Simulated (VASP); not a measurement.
# LiF (I4/mmm) in VASP: dielectric tensor with r2SCAN

Aim: the dielectric tensor of LiF with r2SCAN.

Program: VASP 6.6.1. These are calculated values, not measurements. Logs are shortened: lines on timing, memory, paths and dates and some standing lists are left out, and cuts for length are marked.

### 1 The cell of the first run

Symmetry: I4/mmm, No. 139, tetragonal system. The conventional cell has a = 2.934 Å, b = 2.934 Å, c = 3.894 Å, α = 90.00°, β = 90.00°, γ = 90.00°. Li (site symmetry 4/mmm) has 6 F at 1.95 to 2.07 Å within 2.6 Å. F (site symmetry 4/mmm) has 6 Li at 1.95 to 2.07 Å within 2.6 Å.

### 2 Dielectric tensor, r2SCAN (epitaxial xy strain +4.0%)

INCAR reads:

```
SYSTEM = LiF
PREC = Accurate ; ENCUT = 520
EDIFF = 1E-8 ; ISMEAR = 0
SIGMA = 0.01 ; LREAL = .FALSE.
LASPH = .TRUE. ; NELM = 100
ALGO = Normal ; ISIF = 2
LWAVE = .FALSE. ; LCHARG = .FALSE.
METAGGA = R2SCAN ; LMIXTAU = .TRUE.
LCALCEPS = .TRUE.
```

KPOINTS reads:

```
regular mesh
0
G
  10 10 10
  0 0 0
```

POSCAR reads:

```
LiF
1.0
    0.0000000000      2.0746666070      1.9468324740
    2.0746666070      0.0000000000      1.9468324740
    2.0746666070      2.0746666070      0.0000000000
Li F
1 1
Direct
    0.0000000000      0.0000000000      0.0000000000
    0.5000000000      0.5000000000      0.5000000000
```

Potentials or basis: VASP PAW PBE potentials, release 64 (Li_sv, F).

On the command line:

```
$ cat potpaw_PBE.64/Li_sv/POTCAR potpaw_PBE.64/F/POTCAR > POTCAR
$ mpirun -np 1 vasp_std > vasp.out
```

OUTCAR:

```text
SYSTEM = LiF
   PREC = Accurate
   ENCUT = 520
   EDIFF = 1E-8
   ISMEAR = 0
   LREAL = .FALSE.
   LASPH = .TRUE.
   NELM = 100
   ISIF = 2
   METAGGA = R2SCAN

 ion  position               nearest neighbor table
   1  0.000  0.000  0.000-   2 1.95   2 1.95   2 2.07   2 2.07   2 2.07   2 2.07
   2  0.500  0.500  0.500-   1 1.95   1 1.95   1 2.07   1 2.07   1 2.07   1 2.07

  LATTYP: Found a body centered tetragonal cell.
 ALAT       =     2.9340216530
 C/A-ratio  =     1.3270743738

  Lattice vectors:

 A1 = (   0.0000000000,  -2.0746666070,  -1.9468324740)
 A2 = (   0.0000000000,   2.0746666070,  -1.9468324740)
 A3 = (   2.0746666070,   0.0000000000,   1.9468324740)

Analysis of symmetry for initial positions (statically):
=====================================================================
 Subroutine PRICEL returns:
 Original cell was already a primitive cell.

 Routine SETGRP: Setting up the symmetry group for a
 body centered tetragonal supercell.

 Subroutine GETGRP returns: Found 16 space group operations
 (whereof 16 operations were pure point group operations)
 out of a pool of 16 trial point group operations.

The static configuration has the point symmetry D_4h.

Analysis of symmetry for dynamics (positions and initial velocities):
=====================================================================
 Subroutine PRICEL returns:
 Original cell was already a primitive cell.

 Routine SETGRP: Setting up the symmetry group for a
 body centered tetragonal supercell.

 Subroutine GETGRP returns: Found 16 space group operations
 (whereof 16 operations were pure point group operations)
 out of a pool of 16 trial point group operations.

The dynamic configuration has the point symmetry D_4h.

 Subroutine INISYM returns: Found 16 space group operations
 (whereof 16 operations are pure point group operations),
 and found     1 'primitive' translations

----------------------------------------------------------------------------------------

                                     Primitive cell

  volume of cell :      16.7593

  direct lattice vectors                    reciprocal lattice vectors
     0.000000000  2.074666607  1.946832474    -0.241002578  0.241002578  0.256827440
     2.074666607  0.000000000  1.946832474     0.241002578 -0.241002578  0.256827440
     2.074666607  2.074666607  0.000000000     0.241002578  0.241002578 -0.256827440

  length of vectors
     2.845065590  2.845065590  2.934021653     0.426760845  0.426760845  0.426760845

  position of ions in fractional coordinates (direct lattice)
     0.000000000  0.000000000  0.000000000
     0.500000000  0.500000000  0.500000000

  ion indices of the primitive-cell ions
   primitive index   ion index
                 1           1
                 2           2

----------------------------------------------------------------------------------------

 KPOINTS: regular mesh

Automatic generation of k-mesh.
 Grid dimensions read from file:
 generate k-points for:   10   10   10

 Generating k-lattice:

  Cartesian coordinates                     Fractional coordinates (reciprocal lattice)
    -0.024100258  0.024100258  0.025682744     0.100000000  0.000000000  0.000000000
     0.024100258 -0.024100258  0.025682744     0.000000000  0.100000000  0.000000000
     0.024100258  0.024100258 -0.025682744    -0.000000000 -0.000000000  0.100000000

  Length of vectors
     0.042676084  0.042676084  0.042676084

  Shift w.r.t. Gamma in fractional coordinates (k-lattice)
     0.000000000  0.000000000  0.000000000

 Subroutine IBZKPT returns following result:
 ===========================================

 Found    102 irreducible k-points:

 Following reciprocal coordinates:
[... 35 lines left out ...]
   PREC   = accura    normal or accurate (medium, high low for compatibility)
   ISTART =      0    job   : 0-new  1-cont  2-samecut
   ICHARG =      2    charge: 1-file 2-atom 10-const
   ISPIN  =      1    spin polarized calculation?
   LNONCOLLINEAR =      F non collinear calculations
   LSORBIT =      F    spin-orbit coupling
   LASPH  =      T    aspherical Exc in radial PAW
   ENCUT  =  520.0 eV  38.22 Ry    6.18 a.u.   5.29  5.29  5.46*2*pi/ulx,y,z
   NELM   =    100;   NELMIN=  2; NELMDL= -5     # of ELM steps
   EDIFF  = 0.1E-07   stopping-criterion for ELM
   LREAL  =      F    real-space projection
   EDIFFG = 0.1E-06   stopping-criterion for IOM
   NSW    =      0    number of steps for IOM
   IBRION =     -1    ionic relax: 0-MD 1-quasi-New 2-CG
   NFREE  =      0    steps in history (QN), initial steepest desc. (CG)
   ISIF   =      2    stress and relaxation
   ISYM   =      2    0-nonsym 1-usesym 2-fastsym
   POTIM  = 0.5000    time-step for ionic-motion
   TEBEG  =    0.0;   TEEND  =   0.0 temperature during run
   PSTRESS=    0.0 pullay stress
   NELECT =      10.0000    total number of electrons
   NUPDOWN=      -1.0000    fix difference up-down
   EMIN   =  10.00;   EMAX   =-10.00  energy-range for DOS
   EFERMI =   0.00;   METHOD = LEGACY
   ISMEAR =     0;   SIGMA  =   0.01  broadening in eV -4-tet -1-fermi 0-gaus
   EFERMI_NEDOS =   21; number of points for ismear=-14 and -15
   IALGO  =     38    algorithm
   IMIX   =      4    mixing-type and parameters
     AMIX     =   0.40;   BMIX     =  1.00
     AMIX_MAG =   1.60;   BMIX_MAG =  1.00
  volume/ion in A,a.u.               =       8.38        56.55
  Fermi-wavevector in a.u.,A,eV,Ry     =   1.378234  2.604485 25.844677  1.899530
  Thomas-Fermi vector in A             =   2.503315
   LORBIT       =      0    0 simple, 1 ext, 2 COOP (PROOUT), +10 PAW based schemes
   METAGGA = R2SCAN    functional components
   LHFCALC =     F    Hartree Fock is set to
   AEXX    =    0.0000 exact exchange contribution
   IVDW    =     0    specifies the selected vdW correction
   LEPSILON=     F    determine dielectric tensor
   LRPA    =     F    only Hartree local field effects (RPA)
   LRPA       =     F
 non-spin polarized calculation
 Gauss-broadening in eV      SIGMA  =   0.01
  energy-cutoff  :      520.00
  volume of cell :       16.76
 maximum number of plane-waves:       471
 NGX is ok and might be reduce to    24
   NGX = 11   NGY = 11   NGZ = 11

 number of electron      10.0000000 magnetization

 Total electronic dipole moment: p[elc]=(    -0.00000     0.00092     0.00000 ) |e| Angst

 Total electronic dipole moment: p[elc]=(    -0.00000    -0.00000    -0.00000 ) |e| Angst

 number of electron       9.9999995 magnetization

 Free energy of the ion-electron system (eV)
  ---------------------------------------------------
  ext. energy  EPLUGINS =         0.00000000
  ---------------------------------------------------
  free energy    TOTEN  =       -11.87985439 eV

  energy without entropy =      -11.87985439  energy(sigma->0) =      -11.87985439

 E-fermi :  -1.6086     XC(G=0): -10.4041

 val. band max:       -1.7455961436   @ k =   0.0000   0.0000   0.0000
 cond. band min:   10000.0000000000   @ k =   0.0000   0.0000   0.0000
 fundamental gap:  10001.7455961436
 Fermi energy:        -1.6085987622

 k-point     1 :       0.0000    0.0000    0.0000
  band No.  band energies     occupation
      1     -43.8986      2.00000
      2     -22.8238      2.00000
      3      -1.9176      2.00000
      4      -1.7456      2.00000
      5      -1.7456      2.00000
      6   10000.0000      0.00000
      7   10000.0000      0.00000
      8   10000.0000      0.00000
      9   10000.0000      0.00000
[... 265 lines left out ...]
 k-point    24 :       0.4000    0.3000    0.0000
  band No.  band energies     occupation
      1     -43.8400      2.00000
      2     -22.3205      2.00000
      3      -3.9797      2.00000
      4      -2.7044      2.00000
      5      -2.6218      2.00000
      6   10000.0000      0.00000
      7   10000.0000      0.00000
      8   10000.0000      0.00000
      9   10000.0000      0.00000

 [... further k-points ...]

------------------------ aborting loop because EDIFF is reached ----------------------------------------

            Ionic dipole moment: p[ion]=(   -14.52267   -14.52267   -13.62783 ) |e| Angst

 Total electronic dipole moment: p[elc]=(     0.00000     0.00000     0.00089 ) |e| Angst

 MACROSCOPIC STATIC DIELECTRIC TENSOR (including local field effects)
 ------------------------------------------------------
           1.988901     0.000000    -0.000000
           0.000000     1.988901    -0.000000
          -0.000000    -0.000000     1.957127
 ------------------------------------------------------

 PIEZOELECTRIC TENSOR (including local field effects) (e Angst)
          XX          YY          ZZ          XY          YZ          ZX
  --------------------------------------------------------------------------------
  x     0.00000     0.00000     0.00000     0.00000     0.00000     0.00000
  y     0.00000     0.00000     0.00000     0.00000     0.00000     0.00000
  z     0.00000     0.00000     0.00000     0.00000     0.00000     0.00000

 PIEZOELECTRIC TENSOR (including local field effects) (C/m^2)
          XX          YY          ZZ          XY          YZ          ZX
  --------------------------------------------------------------------------------
  x     0.00000     0.00000     0.00000     0.00000     0.00000     0.00000
  y     0.00000     0.00000     0.00000     0.00000     0.00000     0.00000
  z     0.00000     0.00000     0.00000     0.00000     0.00000     0.00000

 BORN EFFECTIVE CHARGES (including local field effects) (in |e|, cummulative output)
 ---------------------------------------------------------------------------------
 ion    1
    1     1.04613     0.00000    -0.00000
    2     0.00000     1.04613    -0.00000
    3    -0.00000    -0.00000     1.04590
 ion    2
    1    -1.04613     0.00000    -0.00000
    2     0.00000    -1.04613    -0.00000
    3     0.00000     0.00000    -1.04590

  FORCE on cell =-STRESS in cart. coord.  units (eV):
  Direction    XX          YY          ZZ          XY          YZ          ZX
  --------------------------------------------------------------------------------------
  -------------------------------------------------------------------------------------
  Total       -0.5943558     -0.5943558     -0.0678170      0.0000000     -0.0000000     -0.0000000
  in kB      -56.8200831    -56.8200831     -6.4832665      0.0000000     -0.0000000     -0.0000000
  external PRESSURE =     -40.0411442 kB  Pullay stress =       0.0000000 kB

 VOLUME and BASIS-vectors are now :
 -----------------------------------------------------------------------------
  energy-cutoff  :      520.00
  volume of cell :       16.76
      direct lattice vectors                 reciprocal lattice vectors
     0.000000000  2.074666607  1.946832474    -0.241002578  0.241002578  0.256827440
     2.074666607  0.000000000  1.946832474     0.241002578 -0.241002578  0.256827440
     2.074666607  2.074666607  0.000000000     0.241002578  0.241002578 -0.256827440

 POSITION                                       TOTAL-FORCE (eV/Angst)
 -----------------------------------------------------------------------------------
      0.00000      0.00000      0.00000        -0.000000     -0.000000      0.000000
      2.07467      2.07467      1.94683         0.000000      0.000000     -0.000000
 -----------------------------------------------------------------------------------
    total drift:                               -0.000000     -0.000000      0.000000

  FREE ENERGIE OF THE ION-ELECTRON SYSTEM (eV)
  ---------------------------------------------------
  free  energy   TOTEN  =       -11.8798543862 eV

  energy  without entropy=      -11.8798543862  energy(sigma->0) =      -11.87985439
```

Wall time 24 min (1 thread of Intel Xeon Platinum 8375C at 2.90GHz (Ice Lake), shared host); peak memory 0.44 GiB.

Results:

```
Band gap on the k mesh                  : 9.95 eV, direct
Electronic dielectric tensor (diagonal) : 1.99, 1.99, 1.96
Born charges (mean of the diagonal)     : Li +1.05; F -1.05 e
```

Levels at points of the mesh, in eV from the valence-band top:
| k point | band 2 | band 3 | band 4 | band 5 | band 6 | band 7 | band 8 | band 9 |
| --- | --- | --- | --- | --- | --- | --- | --- | --- |
| (0.00, 0.00, 0.00) | -21.08 | -0.17 | 0.00 | 0.00 | 9.95 | 25.07 | 25.07 | 25.14 |
| (0.50, 0.00, 0.00) | -20.69 | -2.46 | -0.34 | -0.23 | 11.64 | 17.75 | 19.58 | 20.85 |
| (0.50, 0.50, 0.00) | -20.40 | -2.91 | -1.14 | -1.14 | 16.60 | 16.69 | 18.85 | 20.95 |
| (0.50, 0.00, 0.50) | -20.47 | -2.96 | -1.16 | -0.77 | 15.37 | 17.61 | 18.69 | 21.38 |

Electronic dielectric tensor:
```
1.99 0.00 0.00
0.00 1.99 0.00
0.00 0.00 1.96
```

Born effective charge tensors (e):
atom 1, Li
```
1.05 0.00 0.00
0.00 1.05 0.00
0.00 0.00 1.05
```
atom 2, F
```
-1.05  0.00  0.00
 0.00 -1.05  0.00
 0.00  0.00 -1.05
```

Dipole moments of the cell (e·Å, modulo the quantum): ionic -14.523, -14.523, -13.628; electronic 0.000, 0.000, 0.001

Caveat: the cell differs from its parent crystal (epitaxial xy strain +4.0%); the cutoff is under 1.25 times the usual one of these potentials, so pressure, stress and relaxed cells hold a basis-set (Pulay) error; the PAW data sets were made with another functional, which shifts forces and pressure a little.
